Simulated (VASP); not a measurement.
# LiF (P6_3mc) in VASP: further runs, part 2 of 2

VASP 6.6.1. The steps go on from the part before.

## (3) Single point, LDA (c/a of the conventional cell at fixed volume 1.6114)

Contents of INCAR:

```
PREC     = Accurate       # precision mode
ENCUT    = 520            # plane-wave cutoff, eV
EDIFF    = 1E-7           # SCF threshold, eV
ISMEAR   = 0              # smearing method
SIGMA    = 0.05           # smearing width, eV
LREAL    = F              # projectors in reciprocal space
LASPH    = T              # aspherical terms in the spheres
NELM     = 100            # most SCF steps
ALGO     = Normal         # electronic algorithm
ISIF     = 2              # what is computed and relaxed
LWAVE    = F              # write WAVECAR
LCHARG   = F              # write CHGCAR
GGA      = CA             # functional
NBANDS   = 18             # bands
```

Contents of KPOINTS:

```
Automatic mesh
0
Gamma
  9 9 6
```

Contents of POSCAR:

```
LiF
1.0
    2.9830981508      0.0000000000      0.0000000000
   -1.4915490754      2.5834387805      0.0000000000
    0.0000000000      0.0000000000      4.8069643601
Li F
2 2
Direct
    0.3333333333      0.6666666667      0.4026947866
    0.6666666667      0.3333333333      0.9026947866
    0.3333333333      0.6666666667      0.9910195924
    0.6666666667      0.3333333333      0.4910195924
```

Potentials or basis: VASP PAW LDA potentials, release 64 (Li_sv, F).

Run with:

```bash
> cat potpaw_LDA.64/Li_sv/POTCAR potpaw_LDA.64/F/POTCAR > POTCAR
> mpirun -np 1 vasp_std > vasp.out
```

OUTCAR:

```text
PREC = Accurate
   ENCUT = 520
   EDIFF = 1E-7
   ISMEAR = 0
   LREAL = F
   LASPH = T
   NELM = 100
   ISIF = 2
   GGA = CA

 ion  position               nearest neighbor table
   1  0.333  0.667  0.403-   4 1.77   4 1.77   4 1.77   3 1.98
   2  0.667  0.333  0.903-   3 1.77   3 1.77   3 1.77   4 1.98
   3  0.333  0.667  0.991-   2 1.77   2 1.77   2 1.77   1 1.98
   4  0.667  0.333  0.491-   1 1.77   1 1.77   1 1.77   2 1.98

  LATTYP: Found a hexagonal cell.
 ALAT       =     2.9830981508
 C/A-ratio  =     1.6114000000

  Lattice vectors:

 A1 = (   2.9830981508,   0.0000000000,   0.0000000000)
 A2 = (  -1.4915490754,   2.5834387805,   0.0000000000)
 A3 = (   0.0000000000,   0.0000000000,   4.8069643601)

Analysis of symmetry for initial positions (statically):
=====================================================================
 Subroutine PRICEL returns:
 Original cell was already a primitive cell.

 Routine SETGRP: Setting up the symmetry group for a
 hexagonal supercell.

 Subroutine GETGRP returns: Found 12 space group operations
 (whereof  6 operations were pure point group operations)
 out of a pool of 24 trial point group operations.

The static configuration has the point symmetry C_3v.
 The point group associated with its full space group is C_6v.

Analysis of symmetry for dynamics (positions and initial velocities):
=====================================================================
 Subroutine PRICEL returns:
 Original cell was already a primitive cell.

 Routine SETGRP: Setting up the symmetry group for a
 hexagonal supercell.

 Subroutine GETGRP returns: Found 12 space group operations
 (whereof  6 operations were pure point group operations)
 out of a pool of 24 trial point group operations.

The dynamic configuration has the point symmetry C_3v.
 The point group associated with its full space group is C_6v.

 Subroutine INISYM returns: Found 12 space group operations
 (whereof  6 operations are pure point group operations),
 and found     1 'primitive' translations

----------------------------------------------------------------------------------------

                                     Primitive cell

  volume of cell :      37.0456

  direct lattice vectors                    reciprocal lattice vectors
     2.983098151  0.000000000  0.000000000     0.335221957  0.193540487  0.000000000
    -1.491549075  2.583438780  0.000000000     0.000000000  0.387080974  0.000000000
     0.000000000  0.000000000  4.806964360     0.000000000  0.000000000  0.208031499

  length of vectors
     2.983098151  2.983098151  4.806964360     0.387080974  0.387080974  0.208031499

  position of ions in fractional coordinates (direct lattice)
     0.333333333  0.666666667  0.402694787
     0.666666667  0.333333333  0.902694787
     0.333333333  0.666666667  0.991019592
     0.666666667  0.333333333  0.491019592

  ion indices of the primitive-cell ions
   primitive index   ion index
                 1           1
                 2           2
                 3           3
                 4           4

----------------------------------------------------------------------------------------

 KPOINTS: Automatic mesh

Automatic generation of k-mesh.
 Grid dimensions read from file:
 generate k-points for:    9    9    6

 Generating k-lattice:

  Cartesian coordinates                     Fractional coordinates (reciprocal lattice)
     0.037246884  0.021504499  0.000000000     0.111111111  0.000000000  0.000000000
     0.000000000  0.043008997  0.000000000     0.000000000  0.111111111  0.000000000
     0.000000000  0.000000000  0.034671916     0.000000000  0.000000000  0.166666667

  Length of vectors
     0.043008997  0.043008997  0.034671916

  Shift w.r.t. Gamma in fractional coordinates (k-lattice)
     0.000000000  0.000000000  0.000000000

 Subroutine IBZKPT returns following result:
 ===========================================

 Found     48 irreducible k-points:

 Following reciprocal coordinates:
            Coordinates               Weight
  0.000000  0.000000  0.000000      1.000000
  0.111111  0.000000  0.000000      6.000000
  0.222222  0.000000  0.000000      6.000000
  0.333333  0.000000  0.000000      6.000000
  0.444444  0.000000  0.000000      6.000000
  0.111111  0.111111  0.000000      6.000000
[... 16 lines left out ...]
  0.333333  0.222222  0.166667     24.000000
  0.333333  0.333333  0.166667      4.000000
 [... further k-points ...]
   k-points           NKPTS =     48   k-points in BZ     NKDIM =     48   number of bands    NBANDS=     18
   number of dos      NEDOS =    301   number of ions     NIONS =      4
   total plane-waves  NPLWV =  20736
   dimension x,y,z NGX =    24 NGY =   24 NGZ =   36
   dimension x,y,z NGXF=    48 NGYF=   48 NGZF=   72
   ions per type =               2   2
   NGX,Y,Z   is equivalent  to a cutoff of  13.38, 13.38, 12.45 a.u.
   NGXF,Y,Z  is equivalent  to a cutoff of  26.75, 26.75, 24.90 a.u.
 SYSTEM =  unknown system
   PREC   = accura    normal or accurate (medium, high low for compatibility)
   ISTART =      0    job   : 0-new  1-cont  2-samecut
   ICHARG =      2    charge: 1-file 2-atom 10-const
   ISPIN  =      1    spin polarized calculation?
   LNONCOLLINEAR =      F non collinear calculations
   LSORBIT =      F    spin-orbit coupling
   LASPH  =      T    aspherical Exc in radial PAW
   ENCUT  =  520.0 eV  38.22 Ry    6.18 a.u.   5.55  5.55  8.94*2*pi/ulx,y,z
   NELM   =    100;   NELMIN=  2; NELMDL= -5     # of ELM steps
   EDIFF  = 0.1E-06   stopping-criterion for ELM
   LREAL  =      F    real-space projection
   EDIFFG = 0.1E-05   stopping-criterion for IOM
   NSW    =      0    number of steps for IOM
   IBRION =     -1    ionic relax: 0-MD 1-quasi-New 2-CG
   NFREE  =      0    steps in history (QN), initial steepest desc. (CG)
   ISIF   =      2    stress and relaxation
   ISYM   =      2    0-nonsym 1-usesym 2-fastsym
   POTIM  = 0.5000    time-step for ionic-motion
   TEBEG  =    0.0;   TEEND  =   0.0 temperature during run
   PSTRESS=    0.0 pullay stress
   NELECT =      20.0000    total number of electrons
   NUPDOWN=      -1.0000    fix difference up-down
   EMIN   =  10.00;   EMAX   =-10.00  energy-range for DOS
   EFERMI =   0.00;   METHOD = LEGACY
   ISMEAR =     0;   SIGMA  =   0.05  broadening in eV -4-tet -1-fermi 0-gaus
   EFERMI_NEDOS =   21; number of points for ismear=-14 and -15
   IALGO  =     38    algorithm
   IMIX   =      4    mixing-type and parameters
     AMIX     =   0.40;   BMIX     =  1.00
     AMIX_MAG =   1.60;   BMIX_MAG =  1.00
  volume/ion in A,a.u.               =       9.26        62.50
  Fermi-wavevector in a.u.,A,eV,Ry     =   1.333028  2.519058 24.177060  1.776964
  Thomas-Fermi vector in A             =   2.461918
   LORBIT       =      0    0 simple, 1 ext, 2 COOP (PROOUT), +10 PAW based schemes
   GGA     = CA    functional components
   LHFCALC =     F    Hartree Fock is set to
   AEXX    =    0.0000 exact exchange contribution
   IVDW    =     0    specifies the selected vdW correction
   LEPSILON=     F    determine dielectric tensor
   LRPA    =     F    only Hartree local field effects (RPA)
 non-spin polarized calculation
 Gauss-broadening in eV      SIGMA  =   0.05
  energy-cutoff  :      520.00
  volume of cell :       37.05
 maximum number of plane-waves:      1032
 NGX is ok and might be reduce to    24
   NGX = 11   NGY = 11   NGZ = 17

 number of electron      20.0000019 magnetization

 Free energy of the ion-electron system (eV)
  ---------------------------------------------------
  ext. energy  EPLUGINS =         0.00000000
  ---------------------------------------------------
  free energy    TOTEN  =       -20.74132556 eV

  energy without entropy =      -20.74132556  energy(sigma->0) =      -20.74132556

 E-fermi :  -2.0106     XC(G=0):  -9.8641

 val. band max:       -2.3532082395   @ k =   0.0000   0.0000   0.0000
 cond. band min:       5.4164140810   @ k =   0.0000   0.0000   0.0000
 fundamental gap:      7.7696223205
 Fermi energy:        -2.0105612744

 k-point     1 :       0.0000    0.0000    0.0000
  band No.  band energies     occupation
      1     -41.5626      2.00000
      2     -41.5079      2.00000
      3     -21.5633      2.00000
      4     -21.2512      2.00000
      5      -4.9790      2.00000
      6      -2.9759      2.00000
[... 10 lines left out ...]
     17      17.4751      0.00000
     18      17.6568      0.00000
[... 466 lines left out ...]
      2     -41.4855      2.00000
      3     -21.3433      2.00000
      4     -21.3433      2.00000
      5      -4.7973      2.00000
      6      -3.8587      2.00000
[... 10 lines left out ...]
     17      16.1352      0.00000
     18      19.4150      0.00000

 [... further k-points ...]
[... 5 lines left out ...]
  --------------------------------------------------------------------------------------
  -------------------------------------------------------------------------------------
  Total        0.8557031      0.8557031     -1.1025378      0.0000000      0.0000000     -0.0000000
  in kB       37.0081258     37.0081258    -47.6834266      0.0000000      0.0000000     -0.0000000
  external PRESSURE =       8.7776083 kB  Pullay stress =       0.0000000 kB

 VOLUME and BASIS-vectors are now :
 -----------------------------------------------------------------------------
  energy-cutoff  :      520.00
  volume of cell :       37.05
      direct lattice vectors                 reciprocal lattice vectors
     2.983098151  0.000000000  0.000000000     0.335221957  0.193540487  0.000000000
    -1.491549075  2.583438780  0.000000000     0.000000000  0.387080974  0.000000000
     0.000000000  0.000000000  4.806964360     0.000000000  0.000000000  0.208031499

 POSITION                                       TOTAL-FORCE (eV/Angst)
 -----------------------------------------------------------------------------------
     -0.00000      1.72229      1.93574         0.000000      0.000000     -0.354962
      1.49155      0.86115      4.33922        -0.000000     -0.000000     -0.354962
     -0.00000      1.72229      4.76380        -0.000000     -0.000000      0.354962
      1.49155      0.86115      2.36031         0.000000      0.000000      0.354962
 -----------------------------------------------------------------------------------
    total drift:                                0.000000      0.000001      0.001661

  FREE ENERGIE OF THE ION-ELECTRON SYSTEM (eV)
  ---------------------------------------------------
  free  energy   TOTEN  =       -20.7413255610 eV

  energy  without entropy=      -20.7413255610  energy(sigma->0) =      -20.74132556
```

Run time: 19 s. Hardware: 1 thread of Intel Xeon Platinum 8488C (Sapphire Rapids), shared host; peak memory 0.14 GiB.

Results:

```yaml
Free_energy: -20.7413 eV
Largest_force: 0.355 eV/Å
Band_gap_on_the_k_mesh: 7.77 eV, direct
```

Forces in eV/Å, atoms in the order of the input:
```
Li   0.000  0.000 -0.355
Li   0.000  0.000 -0.355
F    0.000  0.000  0.355
F    0.000  0.000  0.355
```

Caveat: the cutoff is under 1.25 times the usual one of these potentials, so pressure, stress and relaxed cells hold a basis-set (Pulay) error. A k mesh can miss the band edges.
